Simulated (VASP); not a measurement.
# Sn3Se (Pm-3m) in VASP: notebook

Sn3Se is run at these levels: PBE; tasks: single point.

Everything below comes from runs of VASP 6.6.1. Logs are shortened: lines on timing, memory, paths and dates and some standing lists are left out, and cuts for length are marked.

## (1) The cell of the first run

The structure is cubic, space group Pm-3m (No. 221). The conventional cell has a = 4.742 Å, b = 4.742 Å, c = 4.742 Å, α = 90.00°, β = 90.00°, γ = 90.00°. Sn (site symmetry 4/mmm) has 8 Sn at 3.35 Å and 4 Se at 3.35 Å within 4.4 Å. Se (site symmetry m-3m) has 12 Sn at 3.35 Å within 4.4 Å.

## (2) Single point, PBE

Input file INCAR:

```
ALGO = Normal
EDIFF = 1E-6
ENCUT = 520
GGA = PE
ISIF = 2
ISMEAR = 1
LASPH = True
LCHARG = False
LREAL = False
LWAVE = False
NBANDS = 32
NELM = 60
PREC = Accurate
SIGMA = 0.1
```

Input file KPOINTS:

```
k-points
0
Gamma
  5 5 5
```

Input file POSCAR:

```
Sn3Se
1.0
    4.7418800000      0.0000000000      0.0000000000
    0.0000000000      4.7418800000      0.0000000000
    0.0000000000      0.0000000000      4.7418800000
Sn Se
3 1
Direct
    0.0000000000      0.5000000000      0.5000000000
    0.5000000000      0.0000000000      0.5000000000
    0.5000000000      0.5000000000      0.0000000000
    0.0000000000      0.0000000000      0.0000000000
```

Potentials or basis: VASP PAW PBE potentials, release 64 (Sn_d, Se).

Started as:

```sh
> cat potpaw_PBE.64/Sn_d/POTCAR potpaw_PBE.64/Se/POTCAR > POTCAR
> mpirun -np 1 vasp_std > vasp.out
```

OUTCAR:

```text
EDIFF = 1E-6
   ENCUT = 520
   GGA = PE
   ISIF = 2
   ISMEAR = 1
   LASPH = True
   LREAL = False
   NELM = 60
   PREC = Accurate

 ion  position               nearest neighbor table
   1  0.000  0.500  0.500-   2 3.35   3 3.35   3 3.35   2 3.35   2 3.35   3 3.35   3 3.35   2 3.35

   2  0.500  0.000  0.500-   1 3.35   3 3.35   3 3.35   1 3.35   3 3.35   3 3.35   1 3.35   1 3.35

   3  0.500  0.500  0.000-   1 3.35   2 3.35   1 3.35   2 3.35   2 3.35   2 3.35   1 3.35   1 3.35

   4  0.000  0.000  0.000-

  LATTYP: Found a simple cubic cell.
 ALAT       =     4.7418800000

  Lattice vectors:

 A1 = (   4.7418800000,   0.0000000000,   0.0000000000)
 A2 = (   0.0000000000,   4.7418800000,   0.0000000000)
 A3 = (   0.0000000000,   0.0000000000,   4.7418800000)

Analysis of symmetry for initial positions (statically):
=====================================================================
 Subroutine PRICEL returns:
 Original cell was already a primitive cell.

 Routine SETGRP: Setting up the symmetry group for a
 simple cubic supercell.

 Subroutine GETGRP returns: Found 48 space group operations
 (whereof 48 operations were pure point group operations)
 out of a pool of 48 trial point group operations.

The static configuration has the point symmetry O_h .

Analysis of symmetry for dynamics (positions and initial velocities):
=====================================================================
 Subroutine PRICEL returns:
 Original cell was already a primitive cell.

 Routine SETGRP: Setting up the symmetry group for a
 simple cubic supercell.

 Subroutine GETGRP returns: Found 48 space group operations
 (whereof 48 operations were pure point group operations)
 out of a pool of 48 trial point group operations.

The dynamic configuration has the point symmetry O_h .

 Subroutine INISYM returns: Found 48 space group operations
 (whereof 48 operations are pure point group operations),
 and found     1 'primitive' translations

----------------------------------------------------------------------------------------

                                     Primitive cell

[... 73 lines left out ...]
   ISPIN  =      1    spin polarized calculation?
   LNONCOLLINEAR =      F non collinear calculations
   LSORBIT =      F    spin-orbit coupling
   LASPH  =      T    aspherical Exc in radial PAW
   ENCUT  =  520.0 eV  38.22 Ry    6.18 a.u.   8.82  8.82  8.82*2*pi/ulx,y,z
   NELM   =     60;   NELMIN=  2; NELMDL= -5     # of ELM steps
   EDIFF  = 0.1E-05   stopping-criterion for ELM
   LREAL  =      F    real-space projection
   EDIFFG = 0.1E-04   stopping-criterion for IOM
   NSW    =      0    number of steps for IOM
   IBRION =     -1    ionic relax: 0-MD 1-quasi-New 2-CG
   NFREE  =      0    steps in history (QN), initial steepest desc. (CG)
   ISIF   =      2    stress and relaxation
   ISYM   =      2    0-nonsym 1-usesym 2-fastsym
   POTIM  = 0.5000    time-step for ionic-motion
   TEBEG  =    0.0;   TEEND  =   0.0 temperature during run
   PSTRESS=    0.0 pullay stress
   NELECT =      48.0000    total number of electrons
   NUPDOWN=      -1.0000    fix difference up-down
   EMIN   =  10.00;   EMAX   =-10.00  energy-range for DOS
   EFERMI =   0.00;   METHOD = LEGACY
   ISMEAR =     1;   SIGMA  =   0.10  broadening in eV -4-tet -1-fermi 0-gaus
   EFERMI_NEDOS =   21; number of points for ismear=-14 and -15
   IALGO  =     38    algorithm
   IMIX   =      4    mixing-type and parameters
     AMIX     =   0.40;   BMIX     =  1.00
     AMIX_MAG =   1.60;   BMIX_MAG =  1.00
  volume/ion in A,a.u.               =      26.66       179.88
  Fermi-wavevector in a.u.,A,eV,Ry     =   1.254695  2.371029 21.419087  1.574258
  Thomas-Fermi vector in A             =   2.388487
   LORBIT       =      0    0 simple, 1 ext, 2 COOP (PROOUT), +10 PAW based schemes
   GGA     = PE    functional components
   LHFCALC =     F    Hartree Fock is set to
   AEXX    =    0.0000 exact exchange contribution
   IVDW    =     0    specifies the selected vdW correction
   LEPSILON=     F    determine dielectric tensor
   LRPA    =     F    only Hartree local field effects (RPA)
 non-spin polarized calculation
 Methfessel and Paxton  Order N= 1 SIGMA  =   0.10
  energy-cutoff  :      520.00
  volume of cell :      106.62
 maximum number of plane-waves:      2899
 NGX is ok and might be reduce to    36
   NGX = 17   NGY = 17   NGZ = 17

 number of electron      47.9999994 magnetization

 Free energy of the ion-electron system (eV)
  ---------------------------------------------------
  ext. energy  EPLUGINS =         0.00000000
  ---------------------------------------------------
  free energy    TOTEN  =       -14.83717147 eV

  energy without entropy =      -14.83910973  energy(sigma->0) =      -14.83781755

 E-fermi :   7.2025     XC(G=0): -10.1665

 val. band max:        7.1319445089   @ k =   0.4000   0.2000   0.2000
 cond. band min:       7.2208919990   @ k =   0.0000   0.0000   0.0000
 fundamental gap:      0.0889474901
 Fermi energy:         7.2024640493

 k-point     1 :       0.0000    0.0000    0.0000
  band No.  band energies     occupation
      1     -14.5660      2.00000
      2     -14.5660      2.00000
      3     -14.5660      2.00000
      4     -14.5527      2.00000
      5     -14.5527      2.00000
      6     -14.5085      2.00000
[... 339 lines left out ...]
     31      13.0057      0.00000
     32      14.7737      0.00000

------------------------ aborting loop because EDIFF is reached ----------------------------------------

  FORCE on cell =-STRESS in cart. coord.  units (eV):
  Direction    XX          YY          ZZ          XY          YZ          ZX
  --------------------------------------------------------------------------------------
  -------------------------------------------------------------------------------------
  Total        0.4898122      0.4898122      0.4898122      0.0000000      0.0000000     -0.0000000
  in kB        7.3601810      7.3601810      7.3601810      0.0000000      0.0000000     -0.0000000
  external PRESSURE =       7.3601810 kB  Pullay stress =       0.0000000 kB

 VOLUME and BASIS-vectors are now :
 -----------------------------------------------------------------------------
  energy-cutoff  :      520.00
  volume of cell :      106.62
      direct lattice vectors                 reciprocal lattice vectors
     4.741880000  0.000000000  0.000000000     0.210886821  0.000000000  0.000000000
     0.000000000  4.741880000  0.000000000     0.000000000  0.210886821  0.000000000
     0.000000000  0.000000000  4.741880000     0.000000000  0.000000000  0.210886821

 POSITION                                       TOTAL-FORCE (eV/Angst)
 -----------------------------------------------------------------------------------
      0.00000      2.37094      2.37094         0.000000      0.000000      0.000000
      2.37094      0.00000      2.37094         0.000000      0.000000      0.000000
      2.37094      2.37094      0.00000         0.000000      0.000000      0.000000
      0.00000      0.00000      0.00000         0.000000      0.000000      0.000000
 -----------------------------------------------------------------------------------
    total drift:                                0.000000      0.000000      0.000000

  FREE ENERGIE OF THE ION-ELECTRON SYSTEM (eV)
  ---------------------------------------------------
  free  energy   TOTEN  =       -14.8371714671 eV

  energy  without entropy=      -14.8391097279  energy(sigma->0) =      -14.83781755
```

OSZICAR:

```text
N       E                     dE             d eps       ncg     rms          rms(c)
DAV:   1     0.444791928603E+03    0.44479E+03   -0.23821E+04   664   0.220E+03
DAV:   2     0.429709610209E+02   -0.40182E+03   -0.39058E+03   640   0.551E+02
DAV:   3    -0.124705529109E+02   -0.55442E+02   -0.54023E+02   760   0.173E+02
DAV:   4    -0.149470858990E+02   -0.24765E+01   -0.24689E+01   720   0.389E+01
DAV:   5    -0.150234465450E+02   -0.76361E-01   -0.76358E-01   920   0.722E+00    0.372E+00
DAV:   6    -0.148522213729E+02    0.17123E+00   -0.23159E-01   832   0.365E+00    0.220E+00
DAV:   7    -0.148399274515E+02    0.12294E-01   -0.86680E-02   816   0.165E+00    0.945E-01
DAV:   8    -0.148371174447E+02    0.28100E-02   -0.95639E-03   840   0.681E-01    0.137E-01
DAV:   9    -0.148371496511E+02   -0.32206E-04   -0.20247E-03   752   0.317E-01    0.458E-02
DAV:  10    -0.148371646466E+02   -0.14995E-04   -0.20472E-04   856   0.120E-01    0.222E-02
DAV:  11    -0.148371739715E+02   -0.93249E-05   -0.27350E-05   816   0.451E-02    0.631E-03
DAV:  12    -0.148371714067E+02    0.25648E-05   -0.60231E-06   768   0.284E-02    0.212E-03
DAV:  13    -0.148371714671E+02   -0.60352E-07   -0.40261E-07   480   0.536E-03
   1 F= -.14837171E+02 E0= -.14837818E+02  d E =0.193826E-02
```

Wall time 46 s (1 thread of Intel Xeon 8259CL, shared host); peak memory 0.21 GiB.

Results:

| Quantity | Value |
| --- | --- |
| Free energy | -14.8372 eV |
| Pressure | 0.7 GPa |
| Band gap on the k mesh | zero (band 24 reaches 8.33 eV, above the bottom of band 25 at 6.83 eV) |

Caveat: spin-orbit coupling is left out, which moves the levels of the heavy elements.

## (3) Single point, PBE

This run uses another cell than the first one, of 27.37 Å³/atom, 1.027 times its volume.

Input file INCAR:

```
SYSTEM = Sn3Se
PREC = Accurate
ENCUT = 520
EDIFF = 1E-6
ISMEAR = 1
SIGMA = 0.1
LREAL = .False.
LASPH = .True.
NELM = 100
ALGO = Normal
ISIF = 2
LWAVE = .False.
LCHARG = .False.
GGA = PE
NBANDS = 32
```

Input file KPOINTS:

```
regular mesh
0
Gamma
  5 5 5
  0 0 0
```

Input file POSCAR:

```
Sn3Se
1.0
    4.7836608312      0.0000000000      0.0000000000
    0.0000000000      4.7836608312      0.0000000000
    0.0000000000      0.0000000000      4.7836608312
Sn Se
3 1
Direct
    0.0000000000      0.5000000000      0.5000000000
    0.5000000000      0.0000000000      0.5000000000
    0.5000000000      0.5000000000      0.0000000000
    0.0000000000      0.0000000000      0.0000000000
```

Potentials or basis: VASP PAW PBE potentials, release 64 (Sn_d, Se).

Started as:

```sh
> cat potpaw_PBE.64/Sn_d/POTCAR potpaw_PBE.64/Se/POTCAR > POTCAR
> mpirun -np 1 vasp_std > vasp.out
```

Run time: 47 s. Hardware: 1 thread of Intel Xeon 8259CL, shared host; peak memory 0.21 GiB.

Results (log left out):

- Free energy: -14.8394 eV
- Pressure: -0.6 GPa
- Band gap on the k mesh: zero (band 24 reaches 7.98 eV, above the bottom of band 25 at 6.55 eV)

Levels at points of the mesh, in eV from the Fermi level:
| k point | band 20 | band 21 | band 22 | band 23 | band 24 | band 25 | band 26 | band 27 | band 28 | band 29 |
| --- | --- | --- | --- | --- | --- | --- | --- | --- | --- | --- |
| (0.00, 0.00, 0.00) | -4.12 | -4.12 | -4.12 | 0.02 | 0.02 | 0.02 | 2.28 | 2.28 | 2.28 | 4.25 |

Caveat: spin-orbit coupling is left out, which moves the levels of the heavy elements.

## (4) Single point, PBE

This run uses another cell than the first one, of 28.08 Å³/atom, 1.053 times its volume.

Input file INCAR:

```
  PREC = Accurate
  ENCUT = 520
  EDIFF = 1E-6
  ISMEAR = 1
  SIGMA = 0.1
  LREAL = False
  LASPH = True
  NELM = 100
  ALGO = Normal
  ISIF = 2
  LWAVE = False
  LCHARG = True
  GGA = PE
  LELF = True
  LVHAR = True
  NBANDS = 32
```

Input file KPOINTS:

```
Automatic mesh
0
Gamma
  5 5 5
```

Input file POSCAR:

```
Sn3Se
1.0
    4.8247243061      0.0000000000      0.0000000000
    0.0000000000      4.8247243061      0.0000000000
    0.0000000000      0.0000000000      4.8247243061
Sn Se
3 1
Direct
    0.0000000000      0.5000000000      0.5000000000
    0.5000000000      0.0000000000      0.5000000000
    0.5000000000      0.5000000000      0.0000000000
    0.0000000000      0.0000000000      0.0000000000
```

Potentials or basis: VASP PAW PBE potentials, release 64 (Sn_d, Se).

Started as:

```sh
> cat potpaw_PBE.64/Sn_d/POTCAR potpaw_PBE.64/Se/POTCAR > POTCAR
> mpirun -np 1 vasp_std > vasp.out
```

OUTCAR:

```text
PREC = Accurate
   ENCUT = 520
   EDIFF = 1E-6
   ISMEAR = 1
   LREAL = False
   LASPH = True
   NELM = 100
   ISIF = 2
   GGA = PE

 ion  position               nearest neighbor table
   1  0.000  0.500  0.500-   2 3.41   3 3.41   3 3.41   2 3.41   2 3.41   3 3.41   3 3.41   2 3.41

   2  0.500  0.000  0.500-   1 3.41   3 3.41   3 3.41   1 3.41   3 3.41   3 3.41   1 3.41   1 3.41

   3  0.500  0.500  0.000-   1 3.41   2 3.41   1 3.41   2 3.41   2 3.41   2 3.41   1 3.41   1 3.41

   4  0.000  0.000  0.000-

  LATTYP: Found a simple cubic cell.
 ALAT       =     4.8247243061

  Lattice vectors:

 A1 = (   4.8247243061,   0.0000000000,   0.0000000000)
 A2 = (   0.0000000000,   4.8247243061,   0.0000000000)
 A3 = (   0.0000000000,   0.0000000000,   4.8247243061)

Analysis of symmetry for initial positions (statically):
=====================================================================
 Subroutine PRICEL returns:
 Original cell was already a primitive cell.

 Routine SETGRP: Setting up the symmetry group for a
 simple cubic supercell.

 Subroutine GETGRP returns: Found 48 space group operations
 (whereof 48 operations were pure point group operations)
 out of a pool of 48 trial point group operations.

The static configuration has the point symmetry O_h .

Analysis of symmetry for dynamics (positions and initial velocities):
=====================================================================
 Subroutine PRICEL returns:
 Original cell was already a primitive cell.

 Routine SETGRP: Setting up the symmetry group for a
 simple cubic supercell.

 Subroutine GETGRP returns: Found 48 space group operations
 (whereof 48 operations were pure point group operations)
 out of a pool of 48 trial point group operations.

The dynamic configuration has the point symmetry O_h .
[... 103 lines left out ...]
   ISMEAR =     1;   SIGMA  =   0.10  broadening in eV -4-tet -1-fermi 0-gaus
   EFERMI_NEDOS =   21; number of points for ismear=-14 and -15
   IALGO  =     38    algorithm
   IMIX   =      4    mixing-type and parameters
     AMIX     =   0.40;   BMIX     =  1.00
     AMIX_MAG =   1.60;   BMIX_MAG =  1.00
  volume/ion in A,a.u.               =      28.08       189.48
  Fermi-wavevector in a.u.,A,eV,Ry     =   1.233150  2.330317 20.689837  1.520660
  Thomas-Fermi vector in A             =   2.367892
   LORBIT       =      0    0 simple, 1 ext, 2 COOP (PROOUT), +10 PAW based schemes
   GGA     = PE    functional components
   LHFCALC =     F    Hartree Fock is set to
   AEXX    =    0.0000 exact exchange contribution
   IVDW    =     0    specifies the selected vdW correction
   LEPSILON=     F    determine dielectric tensor
   LRPA    =     F    only Hartree local field effects (RPA)
 non-spin polarized calculation
 Methfessel and Paxton  Order N= 1 SIGMA  =   0.10
  energy-cutoff  :      520.00
  volume of cell :      112.31
 maximum number of plane-waves:      3037
 NGX is ok and might be reduce to    36
   NGX = 17   NGY = 17   NGZ = 17

 number of electron      48.0000048 magnetization

 Free energy of the ion-electron system (eV)
  ---------------------------------------------------
  ext. energy  EPLUGINS =         0.00000000
  ---------------------------------------------------
  free energy    TOTEN  =       -14.81980361 eV

  energy without entropy =      -14.82199640  energy(sigma->0) =      -14.82053454

 E-fermi :   6.5986     XC(G=0):  -9.9286

 val. band max:        6.5174848282   @ k =   0.4000   0.2000   0.2000
 cond. band min:       6.6344025584   @ k =   0.0000   0.0000   0.0000
 fundamental gap:      0.1169177301
 Fermi energy:         6.5986137779

 k-point     1 :       0.0000    0.0000    0.0000
  band No.  band energies     occupation
      1     -15.1399      2.00000
      2     -15.1399      2.00000
      3     -15.1399      2.00000
      4     -15.1363      2.00000
      5     -15.1363      2.00000
      6     -15.0849      2.00000
[... 339 lines left out ...]
     31      12.1170      0.00000
     32      13.9416      0.00000

------------------------ aborting loop because EDIFF is reached ----------------------------------------

  FORCE on cell =-STRESS in cart. coord.  units (eV):
  Direction    XX          YY          ZZ          XY          YZ          ZX
  --------------------------------------------------------------------------------------
  -------------------------------------------------------------------------------------
  Total       -1.2060055     -1.2060055     -1.2060055      0.0000000      0.0000000     -0.0000000
  in kB      -17.2045124    -17.2045124    -17.2045124      0.0000000      0.0000000     -0.0000000
  external PRESSURE =     -17.2045124 kB  Pullay stress =       0.0000000 kB

 VOLUME and BASIS-vectors are now :
 -----------------------------------------------------------------------------
  energy-cutoff  :      520.00
  volume of cell :      112.31
      direct lattice vectors                 reciprocal lattice vectors
     4.824724306  0.000000000  0.000000000     0.207265729  0.000000000  0.000000000
     0.000000000  4.824724306  0.000000000     0.000000000  0.207265729  0.000000000
     0.000000000  0.000000000  4.824724306     0.000000000  0.000000000  0.207265729

 POSITION                                       TOTAL-FORCE (eV/Angst)
 -----------------------------------------------------------------------------------
      0.00000      2.41236      2.41236         0.000000      0.000000      0.000000
      2.41236      0.00000      2.41236         0.000000      0.000000      0.000000
      2.41236      2.41236      0.00000         0.000000      0.000000      0.000000
      0.00000      0.00000      0.00000         0.000000      0.000000      0.000000
 -----------------------------------------------------------------------------------
    total drift:                                0.000000      0.000000      0.000000

  FREE ENERGIE OF THE ION-ELECTRON SYSTEM (eV)
  ---------------------------------------------------
  free  energy   TOTEN  =       -14.8198036085 eV

  energy  without entropy=      -14.8219963991  energy(sigma->0) =      -14.82053454
```

OSZICAR:

```text
N       E                     dE             d eps       ncg     rms          rms(c)
DAV:   1     0.462155206905E+03    0.46216E+03   -0.23852E+04   672   0.217E+03
DAV:   2     0.458385384959E+02   -0.41632E+03   -0.40379E+03   640   0.565E+02
DAV:   3    -0.122977101002E+02   -0.58136E+02   -0.56210E+02   768   0.175E+02
DAV:   4    -0.149470955387E+02   -0.26494E+01   -0.26447E+01   704   0.397E+01
DAV:   5    -0.150278503292E+02   -0.80755E-01   -0.80751E-01   912   0.743E+00    0.346E+00
DAV:   6    -0.148318949314E+02    0.19596E+00   -0.27702E-01   808   0.373E+00    0.204E+00
DAV:   7    -0.148229949028E+02    0.89000E-02   -0.90196E-02   848   0.158E+00    0.940E-01
DAV:   8    -0.148197676424E+02    0.32273E-02   -0.10040E-02   824   0.662E-01    0.128E-01
DAV:   9    -0.148197613231E+02    0.63193E-05   -0.21032E-03   720   0.329E-01    0.480E-02
DAV:  10    -0.148197948127E+02   -0.33490E-04   -0.19709E-04   808   0.121E-01    0.204E-02
DAV:  11    -0.148198063365E+02   -0.11524E-04   -0.23888E-05   768   0.412E-02    0.529E-03
DAV:  12    -0.148198034776E+02    0.28589E-05   -0.52179E-06   784   0.270E-02    0.143E-03
DAV:  13    -0.148198036085E+02   -0.13090E-06   -0.37193E-07   440   0.564E-03
   1 F= -.14819804E+02 E0= -.14820535E+02  d E =0.219279E-02
```

Wall time 52 s (1 thread of Intel Xeon 8259CL, shared host); peak memory 0.21 GiB.

What came out:

| Item | Value |
| --- | --- |
| Free energy | -14.8198 eV |
| Pressure | -1.7 GPa |
| Band gap on the k mesh | zero (band 24 reaches 7.65 eV, above the bottom of band 25 at 6.27 eV) |

Caveat: spin-orbit coupling is left out, which moves the levels of the heavy elements.

[end of part 1 of 2]
